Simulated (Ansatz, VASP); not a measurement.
**Two plane-wave programs on InSe**

File INCAR:

```
ALGO = Normal ; DIPOL = 0.5 0.5 0.500
EDIFF = 1E-6 ; ENCUT = 520
GGA = PE ; IDIPOL = 3
ISIF = 2 ; ISMEAR = 0
IVDW = 12 ; LASPH = True
LCHARG = True ; LDIPOL = True
LELF = True ; LREAL = False
LVACPOTAV = True ; LVHAR = True
LWAVE = False ; NBANDS = 27
NELM = 100 ; PREC = Accurate
SIGMA = 0.02
```

Contents of KPOINTS:

```
k-points
0
Gamma
  9 9 1
```

Contents of POSCAR:

```
InSe
1.0
    4.1610000000      0.0000000000      0.0000000000
   -2.0805000000      3.6035317051      0.0000000000
    0.0000000000      0.0000000000     36.7199571806
Se In
2 2
Direct
    0.0000000000      0.0000000000      0.4282403929
    0.0000000000      0.0000000000      0.5717318456
    0.6666666667      0.3333333333      0.4627570385
    0.6666666667      0.3333333333      0.5372152569
```

Input for Ansatz:

```yaml
crystal:
  lattice:
    - [4.161, 0.0, 0.0]
    - [-2.0805, 3.6035317051, 0.0]
    - [0.0, 0.0, 36.7199571806]
  atoms:
    - { symbol: Se, position: [0.0, 0.0, 0.4282403929] }
    - { symbol: In, position: [0.6666666667, 0.3333333333, 0.4627570385] }
    - { symbol: In, position: [0.6666666667, 0.3333333333, 0.5372152569] }
    - { symbol: Se, position: [0.0, 0.0, 0.5717318456] }
  periodic: [true, true, false]
basis:
  ecutwfc: 420
kpoints:
  mp_grid: { grid: [9, 9, 1] }
hamiltonian:
  xc: pbe
  pseudopotentials: { kind: paw, azcp: { folder: soft_1 } }
  dispersion: d3bj
scf:
  occupations: { method: gaussian, width: 0.02 }
output:
  forces: true
  stress: true
  eigenvalues: true
```

Alike in both runs: task single point; functional PBE; dispersion D3(BJ); k mesh 9 × 9 × 1; occupations gaussian, width 0.02 eV; no spin polarisation.

|  | VASP | Ansatz |
| --- | --- | --- |
| version | VASP 6.6.1 | Ansatz 0.2.0 |
| potentials or method | VASP PAW PBE potentials, release 64 (Se, In_d), cutoff 520 eV | scalar-relativistic, plane waves, PAW |
| valence electrons in the cell | 38 | 58 |

|  | VASP | Ansatz | Ansatz less VASP |
| --- | --- | --- | --- |
| gap on the k mesh at the Fermi level (eV) | 1.21 | 1.22 | +0.011 |
| least direct gap on the mesh (eV) | 1.28 | 1.29 | +0.010 |
| rms of the force components (eV/Å) | 0.270 | 0.277 | +0.0072 |

VASP's potentials hold 38 valence electrons a cell and Ansatz's 58, so a difference there can come from the potentials and not from the codes. Ansatz's warnings: structure snapped to symmetry.
